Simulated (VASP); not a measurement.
A run of VASP 6.6.1 is set up as follows.

File INCAR:

```
PREC = Accurate ; ENCUT = 520
EDIFF = 1E-6 ; ISMEAR = 0
SIGMA = 0.1 ; LREAL = F
LASPH = T ; NELM = 150
ALGO = Normal ; ISIF = 2
LWAVE = F ; LCHARG = F
ISPIN = 2 ; MAGMOM = 7 7 7 0
LORBIT = 11 ; LMAXMIX = 6
GGA = PE ; NBANDS = 46
```

The input KPOINTS:

```
Automatic mesh
0
Gamma
  4 4 4
```

File POSCAR:

```
Gd3Ru
1.0
   -2.9007917300      2.9007917300      2.9007917300
    2.9007917300     -2.9007917300      2.9007917300
    2.9007917300      2.9007917300     -2.9007917300
Gd Ru
3 1
Direct
    0.0000000000      0.5000000000      0.5000000000
    0.5000000000      0.0000000000      0.5000000000
    0.5000000000      0.5000000000      0.0000000000
    0.0000000000      0.0000000000      0.0000000000
```

Potentials or basis: VASP PAW PBE potentials, release 64 (Gd, Ru_pv).

The run is started by

```sh
$ cat potpaw_PBE.64/Gd/POTCAR potpaw_PBE.64/Ru_pv/POTCAR > POTCAR
$ mpirun -np 1 vasp_std > vasp.out
```

Q: What does it give for the pressure?

A: 7.3 GPa.

Q: What does it give for the site moments?

A: Gd +7.09; Ru -0.06 μB.

Q: What does it give for the net moment?

A: 22.87 μB per cell.

Caveat: the k points lie up to 0.38 Å⁻¹ apart; the highest band is partly filled, so the run has too few bands. The state reached can hang on the start; a lower one may exist.
